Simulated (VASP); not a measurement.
Set up this calculation in VASP 6.6.1, as the native input.

* Task: single point
* Functional: r2SCAN
* Potentials or basis: VASP PAW PBE potentials, release 64 (Nb_sv)
* Cutoff: 520 eV
* k mesh: 6 × 6 × 4
* Occupations: gaussian, width 0.1 eV
* Spin: no spin polarisation
* Dipole correction: no
* Further INCAR settings: ALGO = Normal; EDIFF = 1e-07; NBANDS = 34

The system is Nb.

```
Nb
1.0
     1.57399   -5.06830    0.00000
     1.57399    5.06830    0.00000
     0.00000    0.00000    4.69221
Nb
4
Direct
  0.13458 0.86542 0.99999
  0.63458 0.36542 0.50001
  0.86542 0.13458 0.00001
  0.36542 0.63458 0.49999
```

One way to write it, as run:

POSCAR

```
Nb
1.0
    1.5739919538     -5.0682987061      0.0000000000
    1.5739919538      5.0682987061      0.0000000000
    0.0000000000      0.0000000000      4.6922055387
Nb
4
Direct
    0.1345831149      0.8654168851      0.9999871364
    0.6345831149      0.3654168851      0.5000128636
    0.8654168851      0.1345831149      0.0000128636
    0.3654168851      0.6345831149      0.4999871364
```

INCAR.step1

```
SYSTEM = Nb
PREC = Accurate
ENCUT = 520
ISMEAR = 0
SIGMA = 0.1
LREAL = .False.
LASPH = .True.
NELM = 100
NBANDS = 34
GGA = PE
ALGO = Normal
EDIFF = 1E-4
LWAVE = .True.
LCHARG = .False.
```

INCAR.step2

```
SYSTEM = Nb
PREC = Accurate
ENCUT = 520
EDIFF = 1E-7
ISMEAR = 0
SIGMA = 0.1
LREAL = .False.
LASPH = .True.
NELM = 100
ALGO = Normal
ISIF = 2
LWAVE = .False.
LCHARG = .True.
METAGGA = R2SCAN
LMIXTAU = .True.
LELF = .True.
LVHAR = .True.
NBANDS = 34
ISTART = 1
```

KPOINTS

```
regular mesh
0
Gamma
  6 6 4
  0 0 0
```

Potentials or basis: VASP PAW PBE potentials, release 64 (Nb_sv).

Run with:

```bash
$ cat potpaw_PBE.64/Nb_sv/POTCAR > POTCAR
$ cp INCAR.step1 INCAR
$ mpirun -np 1 vasp_std > vasp.out
$ cp INCAR.step2 INCAR
$ mpirun -np 1 vasp_std > vasp.out
```

It gave:

The pressure is -0.2 GPa, the largest force is 0.033 eV/Å and the band gap on the k mesh is zero (band 26 reaches 11.58 eV, above the bottom of band 27 at 10.47 eV).

Caveat: the PAW data sets were made with another functional, which shifts forces and pressure a little.

Run time: 6.8 min on 1 thread of AMD EPYC 9R14 (Zen 4) (shared host), peak memory 0.24 GiB.
